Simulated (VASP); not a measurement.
A run of VASP 6.6.1:

INCAR

```
PREC = Accurate
ENCUT = 520
EDIFF = 1E-8
ISMEAR = -1
SIGMA = 0.08
LREAL = F
LASPH = T
NELM = 80
ALGO = Normal
ISIF = 2
LWAVE = F
LCHARG = F
GGA = CA
LEFG = T
NBANDS = 19
```

File KPOINTS:

```
Automatic mesh
0
Gamma
  11 11 11
```

POSCAR

```
YTl
1.0
    3.8245676969      0.0000000000      0.0000000000
    0.0000000000      3.8245676969      0.0000000000
    0.0000000000      0.0000000000      3.8245676969
Y Tl
1 1
Direct
    0.5000000000      0.5000000000      0.5000000000
    0.0000000000      0.0000000000      0.0000000000
```

Potentials or basis: VASP PAW LDA potentials, release 64 (Y_sv, Tl_d).

Command:

```sh
$ cat potpaw_LDA.64/Y_sv/POTCAR potpaw_LDA.64/Tl_d/POTCAR > POTCAR
$ mpirun -np 1 vasp_std > vasp.out
```

Hardware: 1 thread of Intel(R) Xeon(R) 6975P-C (Granite Rapids), with other jobs on the host.

Problem. Estimate the wall time of this run.

Solution. It took 18 s on 1 thread of Intel(R) Xeon(R) 6975P-C (Granite Rapids), on a shared host, peak memory 0.19 GiB. Counts: scf iterations 14, k points 56.
